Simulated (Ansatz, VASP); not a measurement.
## One calculation of NiO2, two programs

INCAR

```
SYSTEM = NiO2
PREC = Accurate
ENCUT = 520
EDIFF = 1E-6
ISMEAR = 0
SIGMA = 0.05
LREAL = .False.
LASPH = .True.
NELM = 80
ALGO = Normal
ISIF = 2
LWAVE = .False.
LCHARG = .False.
GGA = PS
NBANDS = 18
```

KPOINTS

```
Automatic mesh
0
Gamma
  12 12 6
  0 0 0
```

POSCAR

```
NiO2
1.0
    2.7839850047      0.0000000000      0.0000000000
   -1.3919925024      2.4110017378      0.0000000000
    0.0000000000      0.0000000000      4.9726140668
Ni O
1 2
Direct
    0.0000000000      0.0000000000      0.5000000000
    0.6666666667      0.3333333333      0.6625222406
    0.3333333333      0.6666666667      0.3374777594
```

Input for Ansatz:

```yaml
crystal:
  lattice:
    - [2.7839850047, 0.0, 0.0]
    - [-1.3919925024, 2.4110017378, 0.0]
    - [0.0, 0.0, 4.9726140668]
  atoms:
    - { symbol: Ni, position: [0.0, 0.0, 0.5] }
    - { symbol: O, position: [0.6666666667, 0.3333333333, 0.6625222406] }
    - { symbol: O, position: [0.3333333333, 0.6666666667, 0.3374777594] }
basis:
  ecutwfc: 520.0
kpoints:
  mp_grid: { grid: [12, 12, 6] }
hamiltonian:
  xc: pbesol
scf:
  occupations: { method: gaussian, width: 0.05 }
output:
  forces: true
  stress: true
  eigenvalues: true
```

Alike in both runs: task single point; functional PBEsol; k mesh 12 × 12 × 6; occupations gaussian, width 0.05 eV; no spin polarisation.

|  | VASP | Ansatz |
| --- | --- | --- |
| version | VASP 6.6.1 | Ansatz 0.2.0 |
| potentials or method | VASP PAW PBE potentials, release 64 (Ni, O), cutoff 520 eV | scalar-relativistic, plane waves, PAW |
| valence electrons in the cell | 22 | 30 |

VASP gave:

* gap on the k mesh at the Fermi level (eV): 1.03
* least direct gap on the mesh (eV): 1.50
* pressure (GPa): 20.3
* traceless stress, the component that is largest in VASP (GPa): 0.44
* rms of the force components (eV/Å): 1.284

Task: What did Ansatz give for the same quantities?

Result: gap on the k mesh at the Fermi level (eV): 1.05; least direct gap on the mesh (eV): 1.55; pressure (GPa): 19.6; traceless stress, the component that is largest in VASP (GPa): 1.14; rms of the force components (eV/Å): 1.260.

VASP's potentials were made for PBE, not for PBEsol. Atom by atom the forces differ by 0.024 eV/Å (rms over components). The functional is the same, so the differences come from potentials, cutoffs and numerics. VASP's potentials hold 22 valence electrons a cell and Ansatz's 30, so a difference there can come from the potentials and not from the codes.
